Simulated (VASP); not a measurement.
# CdSe (Fm-3m) in VASP: a series of runs

The runs below take CdSe through single point, with PBEsol, r2SCAN.

All numbers are computed with VASP 6.6.1; they aren't measurements. Logs are shortened: lines on timing, memory, paths and dates and some standing lists are left out, and cuts for length are marked.

### Step 1. The cell of the first run

The structure is cubic, space group Fm-3m (No. 225). The conventional cell has a = 5.748 Å, b = 5.748 Å, c = 5.748 Å, α = 90.00°, β = 90.00°, γ = 90.00°. Cd (site symmetry m-3m) has 6 Se at 2.87 Å within 3.8 Å. Within 3.8 Å of Se (site symmetry m-3m) lie 6 Cd at 2.87 Å.

### Step 2. Single point, PBEsol

The input, INCAR:

```
SYSTEM = CdSe
PREC = Accurate
ENCUT = 500
EDIFF = 1E-6
ISMEAR = -1
SIGMA = 0.05
LREAL = .FALSE.
LASPH = .TRUE.
NELM = 120
ALGO = Normal
ISIF = 2
LWAVE = .FALSE.
LCHARG = .FALSE.
GGA = PS
NBANDS = 16
GGA_COMPAT = .FALSE.
```

The input, KPOINTS:

```
regular mesh
0
G
  4 4 4
  0 0 0
```

The input, POSCAR:

```
CdSe
1.0
    0.0000000000      2.8739580000      2.8739580000
    2.8739580000      0.0000000000      2.8739580000
    2.8739580000      2.8739580000      0.0000000000
Cd Se
1 1
Direct
    0.0000000000      0.0000000000      0.0000000000
    0.5000000000      0.5000000000      0.5000000000
```

Potentials or basis: VASP PAW PBE potentials, release 64 (Cd, Se).

Launch:

```
$ cat potpaw_PBE.64/Cd/POTCAR potpaw_PBE.64/Se/POTCAR > POTCAR
$ mpirun -np 1 vasp_std > vasp.out
```

OUTCAR:

```text
SYSTEM = CdSe
   PREC = Accurate
   ENCUT = 500
   EDIFF = 1E-6
   ISMEAR = -1
   LREAL = .FALSE.
   LASPH = .TRUE.
   NELM = 120
   ISIF = 2
   GGA = PS

 ion  position               nearest neighbor table
   1  0.000  0.000  0.000-   2 2.87   2 2.87   2 2.87   2 2.87   2 2.87   2 2.87
   2  0.500  0.500  0.500-   1 2.87   1 2.87   1 2.87   1 2.87   1 2.87   1 2.87

  LATTYP: Found a face centered cubic cell.
 ALAT       =     5.7479160000

  Lattice vectors:

 A1 = (   0.0000000000,   2.8739580000,   2.8739580000)
 A2 = (   2.8739580000,   0.0000000000,   2.8739580000)
 A3 = (   2.8739580000,   2.8739580000,   0.0000000000)

Analysis of symmetry for initial positions (statically):
=====================================================================
 Subroutine PRICEL returns:
 Original cell was already a primitive cell.

 Routine SETGRP: Setting up the symmetry group for a
 face centered cubic supercell.

 Subroutine GETGRP returns: Found 48 space group operations
 (whereof 48 operations were pure point group operations)
 out of a pool of 48 trial point group operations.

The static configuration has the point symmetry O_h .

Analysis of symmetry for dynamics (positions and initial velocities):
=====================================================================
 Subroutine PRICEL returns:
 Original cell was already a primitive cell.

 Routine SETGRP: Setting up the symmetry group for a
 face centered cubic supercell.

 Subroutine GETGRP returns: Found 48 space group operations
 (whereof 48 operations were pure point group operations)
 out of a pool of 48 trial point group operations.

The dynamic configuration has the point symmetry O_h .

 Subroutine INISYM returns: Found 48 space group operations
 (whereof 48 operations are pure point group operations),
 and found     1 'primitive' translations

----------------------------------------------------------------------------------------

                                     Primitive cell

  volume of cell :      47.4757

  direct lattice vectors                    reciprocal lattice vectors
     0.000000000  2.873958000  2.873958000    -0.173976098  0.173976098  0.173976098
     2.873958000  0.000000000  2.873958000     0.173976098 -0.173976098  0.173976098
     2.873958000  2.873958000  0.000000000     0.173976098  0.173976098 -0.173976098

  length of vectors
     4.064390381  4.064390381  4.064390381     0.301335442  0.301335442  0.301335442

  position of ions in fractional coordinates (direct lattice)
     0.000000000  0.000000000  0.000000000
     0.500000000  0.500000000  0.500000000

  ion indices of the primitive-cell ions
   primitive index   ion index
                 1           1
                 2           2

----------------------------------------------------------------------------------------

 KPOINTS: regular mesh

Automatic generation of k-mesh.
 Grid dimensions read from file:
 generate k-points for:    4    4    4

 Generating k-lattice:

  Cartesian coordinates                     Fractional coordinates (reciprocal lattice)
    -0.043494025  0.043494025  0.043494025     0.250000000  0.000000000  0.000000000
     0.043494025 -0.043494025  0.043494025     0.000000000  0.250000000  0.000000000
     0.043494025  0.043494025 -0.043494025     0.000000000  0.000000000  0.250000000

  Length of vectors
     0.075333860  0.075333860  0.075333860

  Shift w.r.t. Gamma in fractional coordinates (k-lattice)
     0.000000000  0.000000000  0.000000000

 Subroutine IBZKPT returns following result:
 ===========================================

 Found      8 irreducible k-points:

 Following reciprocal coordinates:
            Coordinates               Weight
  0.000000  0.000000  0.000000      1.000000
  0.250000  0.000000  0.000000      8.000000
  0.500000  0.000000  0.000000      4.000000
  0.250000  0.250000  0.000000      6.000000
  0.500000  0.250000  0.000000     24.000000
 -0.250000  0.250000  0.000000     12.000000
  0.500000  0.500000  0.000000      3.000000
 -0.250000  0.500000  0.250000      6.000000
   k-points           NKPTS =      8   k-points in BZ     NKDIM =      8   number of bands    NBANDS=     16
   number of dos      NEDOS =    301   number of ions     NIONS =      2
   total plane-waves  NPLWV =  27000
   dimension x,y,z NGX =    30 NGY =   30 NGZ =   30
   dimension x,y,z NGXF=    60 NGYF=   60 NGZF=   60
   ions per type =               1   1
   NGX,Y,Z   is equivalent  to a cutoff of  12.27, 12.27, 12.27 a.u.
   NGXF,Y,Z  is equivalent  to a cutoff of  24.54, 24.54, 24.54 a.u.
 SYSTEM =  CdSe
   PREC   = accura    normal or accurate (medium, high low for compatibility)
   ISTART =      0    job   : 0-new  1-cont  2-samecut
   ICHARG =      2    charge: 1-file 2-atom 10-const
   ISPIN  =      1    spin polarized calculation?
   LNONCOLLINEAR =      F non collinear calculations
   LSORBIT =      F    spin-orbit coupling
   LASPH  =      T    aspherical Exc in radial PAW
   ENCUT  =  500.0 eV  36.75 Ry    6.06 a.u.   7.41  7.41  7.41*2*pi/ulx,y,z
   NELM   =    120;   NELMIN=  2; NELMDL= -5     # of ELM steps
   EDIFF  = 0.1E-05   stopping-criterion for ELM
   LREAL  =      F    real-space projection
   EDIFFG = 0.1E-04   stopping-criterion for IOM
   NSW    =      0    number of steps for IOM
   IBRION =     -1    ionic relax: 0-MD 1-quasi-New 2-CG
   NFREE  =      0    steps in history (QN), initial steepest desc. (CG)
   ISIF   =      2    stress and relaxation
   ISYM   =      2    0-nonsym 1-usesym 2-fastsym
   POTIM  = 0.5000    time-step for ionic-motion
   TEBEG  =    0.0;   TEEND  =   0.0 temperature during run
   PSTRESS=    0.0 pullay stress
   NELECT =      18.0000    total number of electrons
   NUPDOWN=      -1.0000    fix difference up-down
   EMIN   =  10.00;   EMAX   =-10.00  energy-range for DOS
   EFERMI =   0.00;   METHOD = LEGACY
   ISMEAR =    -1;   SIGMA  =   0.05  broadening in eV -4-tet -1-fermi 0-gaus
   EFERMI_NEDOS =   21; number of points for ismear=-14 and -15
   IALGO  =     38    algorithm
   IMIX   =      4    mixing-type and parameters
     AMIX     =   0.40;   BMIX     =  1.00
     AMIX_MAG =   1.60;   BMIX_MAG =  1.00
  volume/ion in A,a.u.               =      23.74       160.19
  Fermi-wavevector in a.u.,A,eV,Ry     =   1.184882  2.239103 19.101849  1.403946
  Thomas-Fermi vector in A             =   2.321088
   LORBIT       =      0    0 simple, 1 ext, 2 COOP (PROOUT), +10 PAW based schemes
   GGA     = PS    functional components
   LHFCALC =     F    Hartree Fock is set to
   AEXX    =    0.0000 exact exchange contribution
   IVDW    =     0    specifies the selected vdW correction
   LEPSILON=     F    determine dielectric tensor
   LRPA    =     F    only Hartree local field effects (RPA)
 non-spin polarized calculation
  energy-cutoff  :      500.00
  volume of cell :       47.48
 maximum number of plane-waves:      1243
 NGX is ok and might be reduce to    30
   NGX = 15   NGY = 15   NGZ = 15

 number of electron      18.0000008 magnetization

 Free energy of the ion-electron system (eV)
  ---------------------------------------------------
  ext. energy  EPLUGINS =         0.00000000
  ---------------------------------------------------
  free energy    TOTEN  =        -5.88874411 eV

  energy without entropy =       -5.87627150  energy(sigma->0) =       -5.88250780

 E-fermi :   2.1045     XC(G=0): -10.1828

 val. band max:        2.0804535170   @ k =   0.5000   0.0000   0.0000
 cond. band min:       2.1058734111   @ k =   0.0000   0.0000   0.0000
 fundamental gap:      0.0254198941
 Fermi energy:         2.1045426753

 k-point     1 :       0.0000    0.0000    0.0000
  band No.  band energies     occupation
      1     -10.7906      2.00000
      2      -5.7184      2.00000
      3      -5.7184      2.00000
      4      -5.7004      2.00000
      5      -5.7004      2.00000
      6      -5.7004      2.00000
[... 8 lines left out ...]
     15      11.8049      0.00000
     16      11.8049      0.00000

 k-point     2 :       0.2500    0.0000    0.0000
  band No.  band energies     occupation
      1     -10.3847      2.00000
      2      -5.8307      2.00000
      3      -5.8307      2.00000
      4      -5.7452      2.00000
      5      -5.6323      2.00000
      6      -5.6323      2.00000
[... 8 lines left out ...]
     15      12.2739      0.00000
     16      12.2739      0.00000

 k-point     3 :       0.5000    0.0000    0.0000
  band No.  band energies     occupation
      1      -9.8776      2.00000
      2      -5.9402      2.00000
      3      -5.9402      2.00000
      4      -5.8569      2.00000
      5      -5.5604      2.00000
      6      -5.5604      2.00000
[... 8 lines left out ...]
     15      14.9558      0.00000
     16      14.9558      0.00000

 k-point     4 :       0.2500    0.2500    0.0000
  band No.  band energies     occupation
      1     -10.3260      2.00000
      2      -5.8069      2.00000
      3      -5.7545      2.00000
      4      -5.6796      2.00000
      5      -5.6205      2.00000
      6      -5.6205      2.00000
[... 8 lines left out ...]
     15      14.6208      0.00000
     16      15.3471      0.00000

 k-point     5 :       0.5000    0.2500    0.0000
  band No.  band energies     occupation
      1      -9.9458      2.00000
      2      -5.7944      2.00000
      3      -5.7722      2.00000
      4      -5.6690      2.00000
      5      -5.5410      2.00000
      6      -5.4763      2.00000
[... 8 lines left out ...]
     15      15.4804      0.00000
     16      15.8784      0.00000

 k-point     6 :      -0.2500    0.2500    0.0000
  band No.  band energies     occupation
      1     -10.0040      2.00000
      2      -5.8985      2.00000
      3      -5.8299      2.00000
      4      -5.7112      2.00000
      5      -5.5976      2.00000
      6      -5.5156      2.00000
[... 8 lines left out ...]
     15      14.5868      0.00000
     16      14.8959      0.00000

 k-point     7 :       0.5000    0.5000    0.0000
  band No.  band energies     occupation
      1     -10.0029      2.00000
      2      -5.8088      2.00000
      3      -5.6405      2.00000
      4      -5.5089      2.00000
      5      -5.5089      2.00000
      6      -5.0408      2.00000
[... 8 lines left out ...]
     15      16.4402      0.00000
     16      16.9845      0.00000

 k-point     8 :      -0.2500    0.5000    0.2500
  band No.  band energies     occupation
      1      -9.8926      2.00000
      2      -5.8194      2.00000
      3      -5.6924      2.00000
      4      -5.6924      2.00000
      5      -5.5089      2.00000
      6      -5.1780      2.00000
[... 8 lines left out ...]
     15      13.9860      0.00000
     16      16.9935      0.00000

------------------------ aborting loop because EDIFF is reached ----------------------------------------

  FORCE on cell =-STRESS in cart. coord.  units (eV):
  Direction    XX          YY          ZZ          XY          YZ          ZX
  --------------------------------------------------------------------------------------
  -------------------------------------------------------------------------------------
  Total       -0.8816227     -0.8816227     -0.8816227     -0.0000000      0.0000000      0.0000000
  in kB      -29.7524066    -29.7524066    -29.7524066     -0.0000000      0.0000000      0.0000000
  external PRESSURE =     -29.7524066 kB  Pullay stress =       0.0000000 kB

 VOLUME and BASIS-vectors are now :
 -----------------------------------------------------------------------------
  energy-cutoff  :      500.00
  volume of cell :       47.48
      direct lattice vectors                 reciprocal lattice vectors
     0.000000000  2.873958000  2.873958000    -0.173976098  0.173976098  0.173976098
     2.873958000  0.000000000  2.873958000     0.173976098 -0.173976098  0.173976098
     2.873958000  2.873958000  0.000000000     0.173976098  0.173976098 -0.173976098

 POSITION                                       TOTAL-FORCE (eV/Angst)
 -----------------------------------------------------------------------------------
      0.00000      0.00000      0.00000        -0.000000     -0.000000      0.000000
      2.87396      2.87396      2.87396         0.000000      0.000000     -0.000000
 -----------------------------------------------------------------------------------
    total drift:                               -0.000000      0.000000      0.000000

  FREE ENERGIE OF THE ION-ELECTRON SYSTEM (eV)
  ---------------------------------------------------
  free  energy   TOTEN  =        -5.8887441072 eV

  energy  without entropy=       -5.8762715021  energy(sigma->0) =       -5.88250780
```

Run time: 11 s. Hardware: 1 thread of AMD EPYC 7R13, shared host; peak memory 0.13 GiB.

Results:

```
Free energy            : -5.8887 eV
Pressure               : -3.0 GPa
Band gap on the k mesh : zero (band 9 reaches 2.08 eV, above the bottom of band 10 at 1.60 eV)
```

Caveat: the k points lie up to 0.47 Å⁻¹ apart; the PAW data sets were made with another functional, which shifts forces and pressure a little.

### Step 3. Single point, r2SCAN

POSCAR is that of step 2.

The input, INCAR.step1:

```
PREC = Accurate
ENCUT = 550
ISMEAR = -1
SIGMA = 0.05
LREAL = False
LASPH = True
NELM = 120
NBANDS = 16
GGA = PE
ALGO = Normal
EDIFF = 1E-5
LWAVE = True
LCHARG = False
GGA_COMPAT = False
```

The input, INCAR.step2:

```
PREC = Accurate
ENCUT = 550
EDIFF = 1E-6
ISMEAR = -1
SIGMA = 0.05
LREAL = False
LASPH = True
NELM = 120
ALGO = Normal
ISIF = 2
LWAVE = False
LCHARG = True
METAGGA = R2SCAN
LMIXTAU = True
LELF = True
LVHAR = True
NBANDS = 16
ISTART = 1
GGA_COMPAT = False
```

The input, KPOINTS:

```
regular mesh
0
Gamma
  4 4 4
```

Potentials or basis: VASP PAW PBE potentials, release 64 (Cd, Se).

Launch:

```
$ cat potpaw_PBE.64/Cd/POTCAR potpaw_PBE.64/Se/POTCAR > POTCAR
$ cp INCAR.step1 INCAR
$ mpirun -np 1 vasp_std > vasp.out
$ cp INCAR.step2 INCAR
$ mpirun -np 1 vasp_std > vasp.out
```

It took 65 s on 1 thread of AMD EPYC 7R13, shared host; peak memory 0.16 GiB.

The run converged. Its results:

| Item | Value |
| --- | --- |
| Free energy | -35.6114 eV |
| Pressure | -1.4 GPa |

Levels at points of the mesh, in eV from the Fermi level:
```tsv
k point	band 7	band 8	band 9	band 10	band 11	band 12
(0.00, 0.00, 0.00)	-0.62	-0.62	-0.62	0.67	9.15	9.15
(0.50, 0.00, 0.00)	-4.95	-0.07	-0.07	3.57	5.80	5.80
(0.50, 0.50, 0.00)	-4.12	-2.08	-2.08	-0.02	5.87	10.50
```

Caveat: the k points lie up to 0.47 Å⁻¹ apart; the PAW data sets were made with another functional, which shifts forces and pressure a little.
